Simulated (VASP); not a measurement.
# GaN (F-43m) in VASP: notebook

The runs below take GaN through relaxation of cell and atoms, single point, with PBE.

Program: VASP 6.6.1. These are calculated values, not measurements. Logs are shortened: lines on timing, memory, paths and dates and some standing lists are left out, and cuts for length are marked.

### 1 The cell of the first run

Symmetry: F-43m, No. 216, cubic system. The conventional cell has a = 4.548 Å, b = 4.548 Å, c = 4.548 Å, α = 90.00°, β = 90.00°, γ = 90.00°. Ga (site symmetry -43m) has 4 N at 1.97 Å within 2.6 Å. N (site symmetry -43m) has 4 Ga at 1.97 Å within 2.6 Å.

### 2 Relaxation of cell and atoms, PBE

The input, INCAR:

```
SYSTEM = GaN
PREC = Accurate
ENCUT = 600
EDIFF = 1E-6
ISMEAR = 0
SIGMA = 0.01
LREAL = .False.
LASPH = .True.
NELM = 100
ALGO = Normal
ISIF = 3
LWAVE = .False.
LCHARG = .False.
GGA = PE
IBRION = 2
NSW = 80
EDIFFG = -0.001
```

The input, KPOINTS:

```
Automatic mesh
0
Gamma
  10 10 10
  0 0 0
```

The input, POSCAR:

```
GaN
1.0
    0.0000000000      2.2742384951      2.2742384951
    2.2742384951      0.0000000000      2.2742384951
    2.2742384951      2.2742384951      0.0000000000
Ga N
1 1
Direct
    0.0000000000      0.0000000000      0.0000000000
    0.7500000000      0.7500000000      0.7500000000
```

Potentials or basis: VASP PAW PBE potentials, release 64 (Ga_d, N).

The run is started by

```sh
cat potpaw_PBE.64/Ga_d/POTCAR potpaw_PBE.64/N/POTCAR > POTCAR
mpirun -np 1 vasp_std > vasp.out
```

OUTCAR:

```text
SYSTEM = GaN
   PREC = Accurate
   ENCUT = 600
   EDIFF = 1E-6
   ISMEAR = 0
   LREAL = .False.
   LASPH = .True.
   NELM = 100
   ISIF = 3
   GGA = PE
   IBRION = 2
   NSW = 80
   EDIFFG = -0.001

 ion  position               nearest neighbor table
   1  0.000  0.000  0.000-   2 1.97   2 1.97   2 1.97   2 1.97
   2  0.750  0.750  0.750-   1 1.97   1 1.97   1 1.97   1 1.97

  LATTYP: Found a face centered cubic cell.
 ALAT       =     4.5484769902

  Lattice vectors:

 A1 = (   0.0000000000,   2.2742384951,   2.2742384951)
 A2 = (   2.2742384951,   0.0000000000,   2.2742384951)
 A3 = (   2.2742384951,   2.2742384951,   0.0000000000)

Analysis of symmetry for initial positions (statically):
=====================================================================
 Subroutine PRICEL returns:
 Original cell was already a primitive cell.

 Routine SETGRP: Setting up the symmetry group for a
 face centered cubic supercell.

 Subroutine GETGRP returns: Found 24 space group operations
 (whereof 24 operations were pure point group operations)
 out of a pool of 48 trial point group operations.

The static configuration has the point symmetry T_d .

Analysis of symmetry for dynamics (positions and initial velocities):
=====================================================================
 Subroutine PRICEL returns:
 Original cell was already a primitive cell.

 Routine SETGRP: Setting up the symmetry group for a
 face centered cubic supercell.

 Subroutine GETGRP returns: Found 24 space group operations
 (whereof 24 operations were pure point group operations)
 out of a pool of 48 trial point group operations.

The dynamic configuration has the point symmetry T_d .

 Subroutine INISYM returns: Found 24 space group operations
 (whereof 24 operations are pure point group operations),
 and found     1 'primitive' translations

----------------------------------------------------------------------------------------

                                     Primitive cell

  volume of cell :      23.5255

  direct lattice vectors                    reciprocal lattice vectors
     0.000000000  2.274238495  2.274238495    -0.219853811  0.219853811  0.219853811
     2.274238495  0.000000000  2.274238495     0.219853811 -0.219853811  0.219853811
     2.274238495  2.274238495  0.000000000     0.219853811  0.219853811 -0.219853811

  length of vectors
     3.216258924  3.216258924  3.216258924     0.380797971  0.380797971  0.380797971

  position of ions in fractional coordinates (direct lattice)
     0.000000000  0.000000000  0.000000000
     0.750000000  0.750000000  0.750000000

  ion indices of the primitive-cell ions
   primitive index   ion index
                 1           1
                 2           2

----------------------------------------------------------------------------------------

 KPOINTS: Automatic mesh

Automatic generation of k-mesh.
 Grid dimensions read from file:
 generate k-points for:   10   10   10

 Generating k-lattice:

  Cartesian coordinates                     Fractional coordinates (reciprocal lattice)
    -0.021985381  0.021985381  0.021985381     0.100000000  0.000000000  0.000000000
     0.021985381 -0.021985381  0.021985381     0.000000000  0.100000000  0.000000000
     0.021985381  0.021985381 -0.021985381     0.000000000  0.000000000  0.100000000

  Length of vectors
     0.038079797  0.038079797  0.038079797

  Shift w.r.t. Gamma in fractional coordinates (k-lattice)
     0.000000000  0.000000000  0.000000000

 Subroutine IBZKPT returns following result:
 ===========================================

 Found     47 irreducible k-points:

 Following reciprocal coordinates:
            Coordinates               Weight
  0.000000  0.000000  0.000000      1.000000
  0.100000  0.000000  0.000000      8.000000
  0.200000  0.000000  0.000000      8.000000
  0.300000  0.000000  0.000000      8.000000
  0.400000  0.000000  0.000000      8.000000
  0.500000  0.000000  0.000000      4.000000
[... 16 lines left out ...]
  0.300000  0.300000  0.000000      6.000000
  0.400000  0.300000  0.000000     24.000000
 [... further k-points ...]
   k-points           NKPTS =     47   k-points in BZ     NKDIM =     47   number of bands    NBANDS=     13
   number of dos      NEDOS =    301   number of ions     NIONS =      2
   total plane-waves  NPLWV =  21952
   dimension x,y,z NGX =    28 NGY =   28 NGZ =   28
   dimension x,y,z NGXF=    56 NGYF=   56 NGZF=   56
   ions per type =               1   1
   NGX,Y,Z   is equivalent  to a cutoff of  14.47, 14.47, 14.47 a.u.
   NGXF,Y,Z  is equivalent  to a cutoff of  28.95, 28.95, 28.95 a.u.
 SYSTEM =  GaN
   PREC   = accura    normal or accurate (medium, high low for compatibility)
   ISTART =      0    job   : 0-new  1-cont  2-samecut
   ICHARG =      2    charge: 1-file 2-atom 10-const
   ISPIN  =      1    spin polarized calculation?
   LNONCOLLINEAR =      F non collinear calculations
   LSORBIT =      F    spin-orbit coupling
   LASPH  =      T    aspherical Exc in radial PAW
   ENCUT  =  600.0 eV  44.10 Ry    6.64 a.u.   6.42  6.42  6.42*2*pi/ulx,y,z
   NELM   =    100;   NELMIN=  2; NELMDL= -5     # of ELM steps
   EDIFF  = 0.1E-05   stopping-criterion for ELM
   LREAL  =      F    real-space projection
   EDIFFG = -.1E-02   stopping-criterion for IOM
   NSW    =     80    number of steps for IOM
   IBRION =      2    ionic relax: 0-MD 1-quasi-New 2-CG
   NFREE  =      1    steps in history (QN), initial steepest desc. (CG)
   ISIF   =      3    stress and relaxation
   ISYM   =      2    0-nonsym 1-usesym 2-fastsym
   POTIM  = 0.5000    time-step for ionic-motion
   TEBEG  =    0.0;   TEEND  =   0.0 temperature during run
   PSTRESS=    0.0 pullay stress
   NELECT =      18.0000    total number of electrons
   NUPDOWN=      -1.0000    fix difference up-down
   EMIN   =  10.00;   EMAX   =-10.00  energy-range for DOS
   EFERMI =   0.00;   METHOD = LEGACY
   ISMEAR =     0;   SIGMA  =   0.01  broadening in eV -4-tet -1-fermi 0-gaus
   EFERMI_NEDOS =   21; number of points for ismear=-14 and -15
   IALGO  =     38    algorithm
   IMIX   =      4    mixing-type and parameters
     AMIX     =   0.40;   BMIX     =  1.00
     AMIX_MAG =   1.60;   BMIX_MAG =  1.00
  volume/ion in A,a.u.               =      11.76        79.38
  Fermi-wavevector in a.u.,A,eV,Ry     =   1.497337  2.829557 30.504523  2.242019
  Thomas-Fermi vector in A             =   2.609238
   LORBIT       =      0    0 simple, 1 ext, 2 COOP (PROOUT), +10 PAW based schemes
   GGA     = PE    functional components
   LHFCALC =     F    Hartree Fock is set to
   AEXX    =    0.0000 exact exchange contribution
   IVDW    =     0    specifies the selected vdW correction
   LEPSILON=     F    determine dielectric tensor
   LRPA    =     F    only Hartree local field effects (RPA)
 conjugate gradient relaxation of ions
 non-spin polarized calculation
 Gauss-broadening in eV      SIGMA  =   0.01
  energy-cutoff  :      600.00
  volume of cell :       23.53
 maximum number of plane-waves:       801
 NGX is ok and might be reduce to    28
   NGX = 13   NGY = 13   NGZ = 13

--------------------------------------- Ionic step        1  -------------------------------------------

 number of electron      18.0000002 magnetization

 Free energy of the ion-electron system (eV)
  ---------------------------------------------------
  ext. energy  EPLUGINS =         0.00000000
  ---------------------------------------------------
  free energy    TOTEN  =       -12.15505529 eV

  energy without entropy =      -12.15505529  energy(sigma->0) =      -12.15505529

------------------------ aborting loop because EDIFF is reached ----------------------------------------

  FORCE on cell =-STRESS in cart. coord.  units (eV):
  Direction    XX          YY          ZZ          XY          YZ          ZX
  --------------------------------------------------------------------------------------
  -------------------------------------------------------------------------------------
  Total       -0.0091928     -0.0091928     -0.0091928      0.0000000      0.0000000     -0.0000000
  in kB       -0.6260664     -0.6260664     -0.6260664      0.0000000      0.0000000     -0.0000000
  external PRESSURE =      -0.6260664 kB  Pullay stress =       0.0000000 kB

 VOLUME and BASIS-vectors are now :
 -----------------------------------------------------------------------------
  energy-cutoff  :      600.00
  volume of cell :       23.53
      direct lattice vectors                 reciprocal lattice vectors
     0.000000000  2.274238495  2.274238495    -0.219853811  0.219853811  0.219853811
     2.274238495  0.000000000  2.274238495     0.219853811 -0.219853811  0.219853811
     2.274238495  2.274238495  0.000000000     0.219853811  0.219853811 -0.219853811
[... 181 lines left out ...]
 POSITION                                       TOTAL-FORCE (eV/Angst)
 -----------------------------------------------------------------------------------
      0.00000      0.00000      0.00000        -0.000000     -0.000000     -0.000000
      3.41095      3.41095      3.41095         0.000000      0.000000      0.000000
 -----------------------------------------------------------------------------------
    total drift:                               -0.000000     -0.000000     -0.000001

  FREE ENERGIE OF THE ION-ELECTRON SYSTEM (eV)
  ---------------------------------------------------
  free  energy   TOTEN  =       -12.1550568619 eV

  energy  without entropy=      -12.1550568619  energy(sigma->0) =      -12.15505686

--------------------------------------- Ionic step        7  -------------------------------------------

 number of electron      18.0000002 magnetization

 Free energy of the ion-electron system (eV)
  ---------------------------------------------------
  ext. energy  EPLUGINS =         0.00000000
  ---------------------------------------------------
  free energy    TOTEN  =       -12.15505680 eV

  energy without entropy =      -12.15505680  energy(sigma->0) =      -12.15505680

 E-fermi :   5.0663     XC(G=0): -11.5227

 val. band max:        4.9906633378   @ k =   0.0000   0.0000   0.0000
 cond. band min:       6.5401690490   @ k =   0.0000   0.0000   0.0000
 fundamental gap:      1.5495057112
 Fermi energy:         5.0662511844

 k-point     1 :       0.0000    0.0000    0.0000
  band No.  band energies     occupation
      1     -10.7157      2.00000
      2      -8.4322      2.00000
      3      -8.4322      2.00000
      4      -8.4322      2.00000
      5      -8.1390      2.00000
      6      -8.1390      2.00000
      7       4.9907      2.00000
      8       4.9907      2.00000
      9       4.9907      2.00000
     10       6.5402      0.00000
     11      15.1227      0.00000
     12      15.1227      0.00000
     13      15.1227      0.00000

 k-point     2 :       0.1000    0.0000    0.0000
  band No.  band energies     occupation
      1     -10.6122      2.00000
      2      -8.4197      2.00000
      3      -8.4197      2.00000
      4      -8.3912      2.00000
      5      -8.1402      2.00000
      6      -8.1402      2.00000
      7       3.8800      2.00000
      8       4.8876      2.00000
      9       4.8876      2.00000
     10       7.4195      0.00000
     11      14.6272      0.00000
[... 339 lines left out ...]
 k-point    24 :       0.4000    0.3000    0.0000
  band No.  band energies     occupation
      1      -9.8370      2.00000
      2      -8.3083      2.00000
      3      -8.2256      2.00000
      4      -8.2255      2.00000
      5      -8.0831      2.00000
      6      -7.1826      2.00000
      7       0.0303      2.00000
      8       2.6014      2.00000
      9       2.9157      2.00000
     10       9.4060      0.00000
     11      11.9386      0.00000
     12      15.6637      0.00000
     13      17.6094      0.00000

 [... further k-points ...]
[... 5 lines left out ...]
  --------------------------------------------------------------------------------------
  -------------------------------------------------------------------------------------
  Total       -0.0001953     -0.0001953     -0.0001953     -0.0000000      0.0000000      0.0000000
  in kB       -0.0133066     -0.0133066     -0.0133066     -0.0000000      0.0000000      0.0000000
  external PRESSURE =      -0.0133066 kB  Pullay stress =       0.0000000 kB

 VOLUME and BASIS-vectors are now :
 -----------------------------------------------------------------------------
  energy-cutoff  :      600.00
  volume of cell :       23.52
      direct lattice vectors                 reciprocal lattice vectors
     0.000000000  2.273961319  2.273961319    -0.219880609  0.219880609  0.219880609
     2.273961319 -0.000000000  2.273961319     0.219880609 -0.219880609  0.219880609
     2.273961319  2.273961319 -0.000000000     0.219880609  0.219880609 -0.219880609

 POSITION                                       TOTAL-FORCE (eV/Angst)
 -----------------------------------------------------------------------------------
      0.00000      0.00000      0.00000         0.000000      0.000000     -0.000000
      3.41094      3.41094      3.41094        -0.000000     -0.000000      0.000000
 -----------------------------------------------------------------------------------
    total drift:                               -0.000000     -0.000000     -0.000001

  FREE ENERGIE OF THE ION-ELECTRON SYSTEM (eV)
  ---------------------------------------------------
  free  energy   TOTEN  =       -12.1550568008 eV

  energy  without entropy=      -12.1550568008  energy(sigma->0) =      -12.15505680

 reached required accuracy - stopping structural energy minimisation
```

Wall time 33 s (1 thread of Intel Xeon 6975P-C (Granite Rapids), shared host); peak memory 0.16 GiB.

What came out:

* Free energy: -12.1551 eV
* Relaxed volume: 11.76 Å³/atom
* Relaxed cell: a = 3.216 Å, b = 3.216 Å, c = 3.216 Å, α = 60.00°, β = 60.00°, γ = 60.00°
* Space group after relaxing (to 0.05 Å): F-43m (No. 216)
* Energy gained by relaxing: 0.0 meV/atom
* Ionic steps: 7
* Pressure after relaxing: 0.0 GPa
* Band gap on the k mesh: 1.55 eV, direct

Final structure:
```cif
data_structure
_symmetry_space_group_name_H-M 'P 1'
_symmetry_Int_Tables_number 1
_cell_length_a 3.2159
_cell_length_b 3.2159
_cell_length_c 3.2159
_cell_angle_alpha 60.000
_cell_angle_beta 60.000
_cell_angle_gamma 60.000
_cell_volume 23.52
loop_
_atom_site_label
_atom_site_type_symbol
_atom_site_fract_x
_atom_site_fract_y
_atom_site_fract_z
_atom_site_occupancy
Ga1 Ga 0.00000 0.00000 0.00000 1
N1 N 0.75000 0.75000 0.75000 1
```

PBE gaps usually lie below the measured ones, often by a third to a half.

(Continued in part 2 of 2.)
